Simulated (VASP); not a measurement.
# CdF2 (Fm-3m) in VASP: further runs, part 2 of 3

VASP 6.6.1. The steps go on from the part before.

### Step 3. Single point, r2SCAN

This run uses another cell than the first one, of 12.52 Å³/atom.

Input file POSCAR:

```
CdF2
1.0
    0.0000000000      2.6581321231      2.6581321231
    2.6581321231      0.0000000000      2.6581321231
    2.6581321231      2.6581321231      0.0000000000
Cd F
1 2
Direct
    0.0000000000      0.0000000000      0.0000000000
    0.2500000000      0.2500000000      0.2500000000
    0.7500000000      0.7500000000      0.7500000000
```

Input file INCAR.step1:

```
PREC     = Accurate       # precision mode
ENCUT    = 770            # plane-wave cutoff, eV
ISMEAR   = 0              # smearing method
SIGMA    = 0.01           # smearing width, eV
LREAL    = False          # projectors in reciprocal space
LASPH    = True           # aspherical terms in the spheres
NELM     = 120            # most SCF steps
NBANDS   = 24             # bands
GGA      = PE             # functional
ALGO     = Normal         # electronic algorithm
EDIFF    = 1E-5           # SCF threshold, eV
LWAVE    = True           # write WAVECAR
LCHARG   = False          # write CHGCAR
GGA_COMPAT= False
```

Input file INCAR.step2:

```
PREC     = Accurate       # precision mode
ENCUT    = 770            # plane-wave cutoff, eV
EDIFF    = 1E-6           # SCF threshold, eV
ISMEAR   = 0              # smearing method
SIGMA    = 0.01           # smearing width, eV
LREAL    = False          # projectors in reciprocal space
LASPH    = True           # aspherical terms in the spheres
NELM     = 120            # most SCF steps
ALGO     = Normal         # electronic algorithm
ISIF     = 2              # what is computed and relaxed
LWAVE    = False          # write WAVECAR
LCHARG   = False          # write CHGCAR
METAGGA  = R2SCAN         # meta-GGA
LMIXTAU  = True         
NBANDS   = 24             # bands
ISTART   = 1            
GGA_COMPAT= False
```

Input file KPOINTS:

```
regular mesh
0
Gamma
  4 4 4
```

Potentials or basis: VASP PAW PBE potentials, release 64 (Cd_sv_GW, F).

On the command line:

```console
cat potpaw_PBE.64/Cd_sv_GW/POTCAR potpaw_PBE.64/F/POTCAR > POTCAR
cp INCAR.step1 INCAR
mpirun -np 1 vasp_std > vasp.out
cp INCAR.step2 INCAR
mpirun -np 1 vasp_std > vasp.out
```

OUTCAR:

```text
PREC = Accurate
   ENCUT = 770
   EDIFF = 1E-6
   ISMEAR = 0
   LREAL = False
   LASPH = True
   NELM = 120
   ISIF = 2
   METAGGA = R2SCAN
   ISTART = 1

 ion  position               nearest neighbor table
   1  0.000  0.000  0.000-
   2  0.250  0.250  0.250-
   3  0.750  0.750  0.750-

  LATTYP: Found a face centered cubic cell.
 ALAT       =     5.3162642462

  Lattice vectors:

 A1 = (   0.0000000000,   2.6581321231,   2.6581321231)
 A2 = (   2.6581321231,   0.0000000000,   2.6581321231)
 A3 = (   2.6581321231,   2.6581321231,   0.0000000000)

Analysis of symmetry for initial positions (statically):
=====================================================================
 Subroutine PRICEL returns:
 Original cell was already a primitive cell.

 Routine SETGRP: Setting up the symmetry group for a
 face centered cubic supercell.

 Subroutine GETGRP returns: Found 48 space group operations
 (whereof 48 operations were pure point group operations)
 out of a pool of 48 trial point group operations.

The static configuration has the point symmetry O_h .

Analysis of symmetry for dynamics (positions and initial velocities):
=====================================================================
 Subroutine PRICEL returns:
 Original cell was already a primitive cell.

 Routine SETGRP: Setting up the symmetry group for a
 face centered cubic supercell.

 Subroutine GETGRP returns: Found 48 space group operations
 (whereof 48 operations were pure point group operations)
 out of a pool of 48 trial point group operations.

The dynamic configuration has the point symmetry O_h .

 Subroutine INISYM returns: Found 48 space group operations
 (whereof 48 operations are pure point group operations),
 and found     1 'primitive' translations

----------------------------------------------------------------------------------------

                                     Primitive cell

  volume of cell :      37.5629

  direct lattice vectors                    reciprocal lattice vectors
     0.000000000  2.658132123  2.658132123    -0.188102012  0.188102012  0.188102012
     2.658132123  0.000000000  2.658132123     0.188102012 -0.188102012  0.188102012
     2.658132123  2.658132123  0.000000000     0.188102012  0.188102012 -0.188102012

  length of vectors
     3.759166499  3.759166499  3.759166499     0.325802241  0.325802241  0.325802241

  position of ions in fractional coordinates (direct lattice)
     0.000000000  0.000000000  0.000000000
     0.250000000  0.250000000  0.250000000
     0.750000000  0.750000000  0.750000000

  ion indices of the primitive-cell ions
   primitive index   ion index
                 1           1
                 2           2
                 3           3

----------------------------------------------------------------------------------------

 KPOINTS: regular mesh

Automatic generation of k-mesh.
 Grid dimensions read from file:
 generate k-points for:    4    4    4

 Generating k-lattice:

  Cartesian coordinates                     Fractional coordinates (reciprocal lattice)
    -0.047025503  0.047025503  0.047025503     0.250000000  0.000000000  0.000000000
     0.047025503 -0.047025503  0.047025503     0.000000000  0.250000000  0.000000000
     0.047025503  0.047025503 -0.047025503     0.000000000  0.000000000  0.250000000

  Length of vectors
     0.081450560  0.081450560  0.081450560

  Shift w.r.t. Gamma in fractional coordinates (k-lattice)
     0.000000000  0.000000000  0.000000000

 Subroutine IBZKPT returns following result:
 ===========================================

 Found      8 irreducible k-points:

 Following reciprocal coordinates:
            Coordinates               Weight
  0.000000  0.000000  0.000000      1.000000
  0.250000  0.000000  0.000000      8.000000
  0.500000  0.000000  0.000000      4.000000
  0.250000  0.250000  0.000000      6.000000
  0.500000  0.250000  0.000000     24.000000
 -0.250000  0.250000  0.000000     12.000000
  0.500000  0.500000  0.000000      3.000000
 -0.250000  0.500000  0.250000      6.000000
   k-points           NKPTS =      8   k-points in BZ     NKDIM =      8   number of bands    NBANDS=     24
   number of dos      NEDOS =    301   number of ions     NIONS =      3
   total plane-waves  NPLWV =  46656
   dimension x,y,z NGX =    36 NGY =   36 NGZ =   36
   dimension x,y,z NGXF=    72 NGYF=   72 NGZF=   72
   ions per type =               1   2
   NGX,Y,Z   is equivalent  to a cutoff of  15.92, 15.92, 15.92 a.u.
   NGXF,Y,Z  is equivalent  to a cutoff of  31.84, 31.84, 31.84 a.u.
 SYSTEM =  unknown system
   PREC   = accura    normal or accurate (medium, high low for compatibility)
   ISTART =      1    job   : 0-new  1-cont  2-samecut
   ICHARG =      0    charge: 1-file 2-atom 10-const
   ISPIN  =      1    spin polarized calculation?
   LNONCOLLINEAR =      F non collinear calculations
   LSORBIT =      F    spin-orbit coupling
   LASPH  =      T    aspherical Exc in radial PAW
   ENCUT  =  770.0 eV  56.59 Ry    7.52 a.u.   8.51  8.51  8.51*2*pi/ulx,y,z
   NELM   =    120;   NELMIN=  2; NELMDL=  0     # of ELM steps
   EDIFF  = 0.1E-05   stopping-criterion for ELM
   LREAL  =      F    real-space projection
   EDIFFG = 0.1E-04   stopping-criterion for IOM
   NSW    =      0    number of steps for IOM
   IBRION =     -1    ionic relax: 0-MD 1-quasi-New 2-CG
   NFREE  =      0    steps in history (QN), initial steepest desc. (CG)
   ISIF   =      2    stress and relaxation
   ISYM   =      2    0-nonsym 1-usesym 2-fastsym
   POTIM  = 0.5000    time-step for ionic-motion
   TEBEG  =    0.0;   TEEND  =   0.0 temperature during run
   PSTRESS=    0.0 pullay stress
   NELECT =      34.0000    total number of electrons
   NUPDOWN=      -1.0000    fix difference up-down
   EMIN   =  10.00;   EMAX   =-10.00  energy-range for DOS
   EFERMI =   0.00;   METHOD = LEGACY
   ISMEAR =     0;   SIGMA  =   0.01  broadening in eV -4-tet -1-fermi 0-gaus
   EFERMI_NEDOS =   21; number of points for ismear=-14 and -15
   IALGO  =     38    algorithm
   IMIX   =      4    mixing-type and parameters
     AMIX     =   0.40;   BMIX     =  1.00
     AMIX_MAG =   1.60;   BMIX_MAG =  1.00
  volume/ion in A,a.u.               =      12.52        84.50
  Fermi-wavevector in a.u.,A,eV,Ry     =   1.583609  2.992587 34.120920  2.507817
  Thomas-Fermi vector in A             =   2.683353
   LORBIT       =      0    0 simple, 1 ext, 2 COOP (PROOUT), +10 PAW based schemes
   METAGGA = R2SCAN    functional components
   LHFCALC =     F    Hartree Fock is set to
   AEXX    =    0.0000 exact exchange contribution
   IVDW    =     0    specifies the selected vdW correction
   LEPSILON=     F    determine dielectric tensor
   LRPA    =     F    only Hartree local field effects (RPA)
 non-spin polarized calculation
 Gauss-broadening in eV      SIGMA  =   0.01
  energy-cutoff  :      770.00
  volume of cell :       37.56
 maximum number of plane-waves:      1837
 NGX is ok and might be reduce to    36
   NGX = 17   NGY = 17   NGZ = 17

 number of electron      34.0000000 magnetization

 Free energy of the ion-electron system (eV)
  ---------------------------------------------------
  ext. energy  EPLUGINS =         0.00000000
  ---------------------------------------------------
  free energy    TOTEN  =       -33.82106269 eV

  energy without entropy =      -33.82106269  energy(sigma->0) =      -33.82106269

 E-fermi :   0.6492     XC(G=0): -11.4494

 val. band max:        0.4625527663   @ k =  -0.2500   0.5000   0.2500
 cond. band min:       4.3996801361   @ k =   0.0000   0.0000   0.0000
 fundamental gap:      3.9371273698
 Fermi energy:         0.6492042641

 k-point     1 :       0.0000    0.0000    0.0000
  band No.  band energies     occupation
      1    -100.4370      2.00000
      2     -60.6401      2.00000
      3     -60.6401      2.00000
      4     -60.6401      2.00000
      5     -21.6945      2.00000
      6     -20.5230      2.00000
[... 16 lines left out ...]
     23      21.6764      0.00000
     24      21.6764      0.00000
[... 166 lines left out ...]
      2     -60.6422      2.00000
      3     -60.6422      2.00000
      4     -60.6412      2.00000
      5     -21.0624      2.00000
      6     -21.0624      2.00000
[... 16 lines left out ...]
     23      20.8055      0.00000
     24      22.9517      0.00000

------------------------ aborting loop because EDIFF is reached ----------------------------------------

  FORCE on cell =-STRESS in cart. coord.  units (eV):
  Direction    XX          YY          ZZ          XY          YZ          ZX
  --------------------------------------------------------------------------------------
  -------------------------------------------------------------------------------------
  Total        1.0783613      1.0783613      1.0783613      0.0000000      0.0000000      0.0000000
  in kB       45.9954815     45.9954815     45.9954815      0.0000000      0.0000000      0.0000000
  external PRESSURE =      45.9954815 kB  Pullay stress =       0.0000000 kB

 VOLUME and BASIS-vectors are now :
 -----------------------------------------------------------------------------
  energy-cutoff  :      770.00
  volume of cell :       37.56
      direct lattice vectors                 reciprocal lattice vectors
     0.000000000  2.658132123  2.658132123    -0.188102012  0.188102012  0.188102012
     2.658132123  0.000000000  2.658132123     0.188102012 -0.188102012  0.188102012
     2.658132123  2.658132123  0.000000000     0.188102012  0.188102012 -0.188102012

 POSITION                                       TOTAL-FORCE (eV/Angst)
 -----------------------------------------------------------------------------------
      0.00000      0.00000      0.00000         0.000000     -0.000000     -0.000000
      1.32907      1.32907      1.32907        -0.000000     -0.000000     -0.000000
      3.98720      3.98720      3.98720         0.000000      0.000000      0.000000
 -----------------------------------------------------------------------------------
    total drift:                               -0.000000      0.000000      0.000000

  FREE ENERGIE OF THE ION-ELECTRON SYSTEM (eV)
  ---------------------------------------------------
  free  energy   TOTEN  =       -33.8210626917 eV

  energy  without entropy=      -33.8210626917  energy(sigma->0) =      -33.82106269
```

Run time: 72 s. Hardware: 1 thread of Intel Xeon Platinum 8375C at 2.90GHz (Ice Lake), shared host; peak memory 0.23 GiB.

What came out:

| Item | Value |
| --- | --- |
| Free energy | -33.8211 eV |
| Pressure | 4.6 GPa |
| Band gap on the k mesh | 3.94 eV (least direct gap 4.40 eV) |

Caveat: the k points lie up to 0.51 Å⁻¹ apart; the PAW data sets were made with another functional, which shifts forces and pressure a little. A k mesh can miss the band edges.

(Continued in part 3 of 3.)
